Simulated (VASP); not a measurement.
# HfNiS4 (F-43m) in VASP: single point with PBE

Aim: the single point of HfNiS4 with PBE.

Program: VASP 6.6.1. These are calculated values, not measurements. Logs are shortened: lines on timing, memory, paths and dates and some standing lists are left out, and cuts for length are marked.

## Step 1: The cell of the first run

It takes space group F-43m (No. 216, cubic). The conventional cell has a = 7.702 Å, b = 7.702 Å, c = 7.702 Å, α = 90.00°, β = 90.00°, γ = 90.00°. Hf (site symmetry -43m) has 12 S at 3.19 Å and 4 Ni at 3.33 Å within 4.2 Å. Within 4.2 Å of Ni (site symmetry -43m) lie 12 S at 3.19 Å and 4 Hf at 3.33 Å. S (site symmetry 3m) has 6 S at 2.71 to 2.74 Å and 3 Ni at 3.19 Å and 3 Hf at 3.19 Å within 3.6 Å.

## Step 2: Single point, PBE, collinear spin, ferromagnetic start

INCAR reads:

```
SYSTEM = HfNiS4
  ALGO = Normal
  EDIFF = 1E-6
  ENCUT = 520
  GGA = PE
  ISIF = 2
  ISMEAR = 0
  ISPIN = 2
  LASPH = .True.
  LCHARG = .False.
  LMAXMIX = 4
  LORBIT = 11
  LREAL = .False.
  LWAVE = .False.
  MAGMOM = 0 2 0 0 0 0
  NBANDS = 35
  NELM = 150
  PREC = Accurate
  SIGMA = 0.1
```

KPOINTS reads:

```
k-points
0
Gamma
  4 4 4
  0 0 0
```

POSCAR reads:

```
HfNiS4
1.0
    0.0000000000      3.8507724200      3.8507724200
    3.8507724200      0.0000000000      3.8507724200
    3.8507724200      3.8507724200      0.0000000000
Hf Ni S
1 1 4
Direct
    0.0000000000      0.0000000000      0.0000000000
    0.2500000000      0.2500000000      0.2500000000
    0.6244397500      0.1266807500      0.6244397500
    0.6244397500      0.6244397500      0.1266807500
    0.6244397500      0.6244397500      0.6244397500
    0.1266807500      0.6244397500      0.6244397500
```

Potentials or basis: VASP PAW PBE potentials, release 64 (Hf_pv, Ni, S).

Run with:

```
$ cat potpaw_PBE.64/Hf_pv/POTCAR potpaw_PBE.64/Ni/POTCAR potpaw_PBE.64/S/POTCAR > POTCAR
$ mpirun -np 1 vasp_std > vasp.out
```

OUTCAR:

```text
SYSTEM = HfNiS4
   EDIFF = 1E-6
   ENCUT = 520
   GGA = PE
   ISIF = 2
   ISMEAR = 0
   ISPIN = 2
   LASPH = .True.
   LORBIT = 11
   LREAL = .False.
   NELM = 150
   PREC = Accurate

 ion  position               nearest neighbor table
   1  0.000  0.000  0.000-   4 3.19   5 3.19   4 3.19   5 3.19   3 3.19   6 3.19   3 3.19   6 3.19
                             6 3.19   3 3.19   4 3.19   5 3.19   2 3.33   2 3.33   2 3.33   2 3.33
   2  0.250  0.250  0.250-   1 3.33   1 3.33   1 3.33   1 3.33
   3  0.624  0.127  0.624-   4 2.71   5 2.71   6 2.71   6 2.74   4 2.74   5 2.74   1 3.19   1 3.19
                             1 3.19
   4  0.624  0.624  0.127-   3 2.71   5 2.71   6 2.71   3 2.74   6 2.74   5 2.74   1 3.19   1 3.19
                             1 3.19
   5  0.624  0.624  0.624-   3 2.71   4 2.71   6 2.71   6 2.74   3 2.74   4 2.74   1 3.19   1 3.19
                             1 3.19
   6  0.127  0.624  0.624-   3 2.71   4 2.71   5 2.71   3 2.74   4 2.74   5 2.74   1 3.19   1 3.19
                             1 3.19

  LATTYP: Found a face centered cubic cell.
 ALAT       =     7.7015448400

  Lattice vectors:

 A1 = (   0.0000000000,   3.8507724200,   3.8507724200)
 A2 = (   3.8507724200,   0.0000000000,   3.8507724200)
 A3 = (   3.8507724200,   3.8507724200,   0.0000000000)

Analysis of symmetry for initial positions (statically):
=====================================================================
 Subroutine PRICEL returns:
 Original cell was already a primitive cell.

 Routine SETGRP: Setting up the symmetry group for a
 face centered cubic supercell.

 Subroutine GETGRP returns: Found 24 space group operations
 (whereof 24 operations were pure point group operations)
 out of a pool of 48 trial point group operations.

The static configuration has the point symmetry T_d .

Analysis of symmetry for dynamics (positions and initial velocities):
=====================================================================
 Subroutine PRICEL returns:
 Original cell was already a primitive cell.

 Routine SETGRP: Setting up the symmetry group for a
 face centered cubic supercell.

 Subroutine GETGRP returns: Found 24 space group operations
 (whereof 24 operations were pure point group operations)
 out of a pool of 48 trial point group operations.

The dynamic configuration has the point symmetry T_d .

Analysis of structural, dynamic, and magnetic symmetry:
=====================================================================
 Subroutine PRICEL returns:
 Original cell was already a primitive cell.

 Routine SETGRP: Setting up the symmetry group for a
 face centered cubic supercell.

 Subroutine GETGRP returns: Found 24 space group operations
[... 134 lines left out ...]

 Free energy of the ion-electron system (eV)
  ---------------------------------------------------
  ext. energy  EPLUGINS =         0.00000000
  ---------------------------------------------------
  free energy    TOTEN  =       -26.60720005 eV

  energy without entropy =      -26.56010978  energy(sigma->0) =      -26.58365491

 E-fermi :   5.9363     XC(G=0): -10.5725

 val. band max:        5.9359680128   @ k =  -0.2500   0.2500   0.0000
 cond. band min:       5.9434786541   @ k =   0.2500   0.0000   0.0000
 fundamental gap:      0.0075106413
 Fermi energy:         5.9363164301

 spin component 1

 k-point     1 :       0.0000    0.0000    0.0000
  band No.  band energies     occupation
      1     -26.7016      1.00000
      2     -26.7016      1.00000
      3     -26.7016      1.00000
      4      -9.9474      1.00000
      5      -5.9629      1.00000
      6      -5.9629      1.00000
[... 285 lines left out ...]
     33      11.5658      0.00000
     34      11.9033      0.00000
 Fermi energy:         5.9363164301

 spin component 2

 k-point     1 :       0.0000    0.0000    0.0000
  band No.  band energies     occupation
      1     -26.7083      1.00000
      2     -26.7083      1.00000
      3     -26.7083      1.00000
      4      -9.8597      1.00000
      5      -5.8573      1.00000
      6      -5.8573      1.00000
[... 285 lines left out ...]
     33      11.6452      0.00000
     34      12.0278      0.00000
 [bands above 34 left out]

------------------------ aborting loop because EDIFF is reached ----------------------------------------

  FORCE on cell =-STRESS in cart. coord.  units (eV):
  Direction    XX          YY          ZZ          XY          YZ          ZX
  --------------------------------------------------------------------------------------
  -------------------------------------------------------------------------------------
  Total       -7.1677578     -7.1677578     -7.1677578     -0.0000000      0.0000000     -0.0000000
  in kB     -100.5588616   -100.5588616   -100.5588616     -0.0000000      0.0000000     -0.0000000
  external PRESSURE =    -100.5588616 kB  Pullay stress =       0.0000000 kB

 VOLUME and BASIS-vectors are now :
 -----------------------------------------------------------------------------
  energy-cutoff  :      520.00
  volume of cell :      114.20
      direct lattice vectors                 reciprocal lattice vectors
     0.000000000  3.850772420  3.850772420    -0.129844079  0.129844079  0.129844079
     3.850772420  0.000000000  3.850772420     0.129844079 -0.129844079  0.129844079
     3.850772420  3.850772420  0.000000000     0.129844079  0.129844079 -0.129844079

 POSITION                                       TOTAL-FORCE (eV/Angst)
 -----------------------------------------------------------------------------------
      0.00000      0.00000      0.00000         0.000000      0.000000      0.000000
      1.92539      1.92539      1.92539         0.000000      0.000000      0.000000
      2.89239      4.80915      2.89239        -0.007556      0.007556     -0.007556
      2.89239      2.89239      4.80915        -0.007556     -0.007556      0.007556
      4.80915      4.80915      4.80915         0.007556      0.007556      0.007556
      4.80915      2.89239      2.89239         0.007556     -0.007556     -0.007556
 -----------------------------------------------------------------------------------
    total drift:                                0.000000      0.000000      0.000000

  FREE ENERGIE OF THE ION-ELECTRON SYSTEM (eV)
  ---------------------------------------------------
  free  energy   TOTEN  =       -26.6072000512 eV

  energy  without entropy=      -26.5601097776  energy(sigma->0) =      -26.58365491

 total charge

# of ion       s       p       d       tot
------------------------------------------
    1        0.249   6.118   1.239   7.605
    2        0.329   0.108   8.387   8.824
    3        1.431   2.090   0.000   3.520
    4        1.431   2.090   0.000   3.520
    5        1.431   2.090   0.000   3.520
    6        1.431   2.090   0.000   3.520
--------------------------------------------------
tot          6.301  14.584   9.626  30.511

 magnetization (x)

# of ion       s       p       d       tot
------------------------------------------
    1       -0.002   0.002  -0.010  -0.010
    2        0.048   0.004   0.529   0.581
    3        0.004   0.063   0.000   0.068
    4        0.004   0.063   0.000   0.068
    5        0.004   0.063   0.000   0.068
    6        0.004   0.063   0.000   0.068
--------------------------------------------------
tot          0.064   0.258   0.519   0.841
```

OSZICAR:

```text
N       E                     dE             d eps       ncg     rms          rms(c)
DAV:   1     0.286542129728E+03    0.28654E+03   -0.19499E+04  1120   0.121E+03
[... 11 lines left out ...]
DAV:  13    -0.266073665657E+02    0.59562E-01   -0.15177E-01  1507   0.282E+00    0.641E-01
DAV:  14    -0.266072831206E+02    0.83445E-04   -0.15045E-02  1537   0.491E-01    0.271E-01
DAV:  15    -0.266073252164E+02   -0.42096E-04   -0.52310E-04  1291   0.112E-01    0.228E-01
DAV:  16    -0.266072061670E+02    0.11905E-03   -0.32813E-04  1511   0.118E-01    0.606E-02
DAV:  17    -0.266072049369E+02    0.12301E-05   -0.11161E-04  1513   0.588E-02    0.408E-02
DAV:  18    -0.266072002247E+02    0.47122E-05   -0.17776E-05  1346   0.236E-02    0.750E-03
DAV:  19    -0.266072000512E+02    0.17347E-06   -0.68988E-07   739   0.422E-03
   1 F= -.26607200E+02 E0= -.26583655E+02  d E =-.470903E-01  mag=     1.0171
```

stdout:

```text
POSCAR found type information on POSCAR HfNiS
 POSCAR found :  3 types and       6 ions
 scaLAPACK will be used
 LDA part: xc-table for (Slater+PW92), standard interpolation
 POSCAR, INCAR and KPOINTS ok, starting setup
 FFT: planning ... GRIDC
 FFT: planning ... GRID_SOFT
 FFT: planning ... GRID
 WAVECAR not read
 entering main loop
```

Run time: 1.7 min. Hardware: 1 thread of AMD EPYC 7R43 (Zen 3), shared host; peak memory 0.3 GiB.

Results:

```
Free energy                                           : -26.6072 eV
Pressure                                              : -10.1 GPa
Largest force                                         : 0.013 eV/Å
Net moment                                            : 1.02 μB per cell
Site moments                                          : Hf -0.01; Ni +0.58; S +0.07 μB
Valence electrons inside the program's atomic spheres : Hf 7.61; Ni 8.82; S 3.52
```

Forces on the atoms (eV/Å):
```
Hf   0.000  0.000  0.000
Ni   0.000  0.000  0.000
S   -0.008  0.008 -0.008
S   -0.008 -0.008  0.008
S    0.008  0.008  0.008
S    0.008 -0.008 -0.008
```

Levels at points of the mesh, in eV from the Fermi level:
Spin up:
| k point | band 18 | band 19 | band 20 | band 21 | band 22 | band 23 | band 24 | band 25 | band 26 | band 27 |
| --- | --- | --- | --- | --- | --- | --- | --- | --- | --- | --- |
| (0.00, 0.00, 0.00) | -0.79 | -0.79 | 0.76 | 0.76 | 0.76 | 1.05 | 1.05 | 1.05 | 2.10 | 2.10 |
| (0.50, 0.00, 0.00) | -0.97 | -0.97 | -0.75 | -0.75 | -0.51 | 0.82 | 0.90 | 0.90 | 1.35 | 1.95 |
| (0.50, 0.50, 0.00) | -1.16 | -1.16 | -1.02 | -0.87 | -0.54 | 0.77 | 0.77 | 0.93 | 1.08 | 1.82 |
Spin down:
| k point | band 17 | band 18 | band 19 | band 20 | band 21 | band 22 | band 23 | band 24 | band 25 | band 26 |
| --- | --- | --- | --- | --- | --- | --- | --- | --- | --- | --- |
| (0.00, 0.00, 0.00) | -0.66 | -0.15 | -0.15 | 0.88 | 0.88 | 0.88 | 1.13 | 1.13 | 1.13 | 2.19 |
| (0.50, 0.00, 0.00) | -1.34 | -0.41 | -0.41 | -0.28 | -0.28 | -0.23 | 0.94 | 0.94 | 0.94 | 1.40 |
| (0.50, 0.50, 0.00) | -2.47 | -0.78 | -0.78 | -0.42 | -0.39 | 0.03 | 0.85 | 0.85 | 0.95 | 1.16 |

Caveat: spin-orbit coupling is left out, which moves the levels of the heavy elements; a cell with one magnetic atom can't hold antiferromagnetic order, which such compounds often take.
